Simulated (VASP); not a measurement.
KI, 4 atoms in the cell. Symmetry: P6_3/mmc, No. 194, hexagonal system. Conventional cell: a = 6.190 Å, b = 6.190 Å, c = 7.003 Å, α = 90.00°, β = 90.00°, γ = 120.00°. Within 4.6 Å of K (site symmetry -6m2) lie 5 I at 3.50 to 3.57 Å. Within 4.6 Å of I (site symmetry -6m2) lie 5 K at 3.50 to 3.57 Å.  This cell differs from its parent crystal: epitaxial xy strain +2.5%.

```yaml
Program: VASP 6.6.1
Task: single point
Functional: r2SCAN
Potentials_or_basis: VASP PAW PBE potentials, release 64 (K_sv, I)
Cutoff: 520 eV
k_mesh: 6 × 6 × 4
Occupations: gaussian, width 0.01 eV
Spin: no spin polarisation
Dipole_correction: no
Further_INCAR_settings: ALGO = Normal; EDIFF = 1e-07; NBANDS = 24
```

Potentials or basis: VASP PAW PBE potentials, release 64 (K_sv, I).

Command:

```sh
$ cat potpaw_PBE.64/K_sv/POTCAR potpaw_PBE.64/I/POTCAR > POTCAR
$ cp INCAR.step1 INCAR
$ mpirun -np 1 vasp_std > vasp.out
$ cp INCAR.step2 INCAR
$ mpirun -np 1 vasp_std > vasp.out
```

Hardware: 1 thread of Intel(R) Xeon(R) 6975P-C (Granite Rapids), with other jobs on the host.

Task: Estimate the wall time of this run.

Result: It took 4.1 min on 1 thread of Intel(R) Xeon(R) 6975P-C (Granite Rapids), on a shared host, peak memory 0.43 GiB. Counts: k points 21.
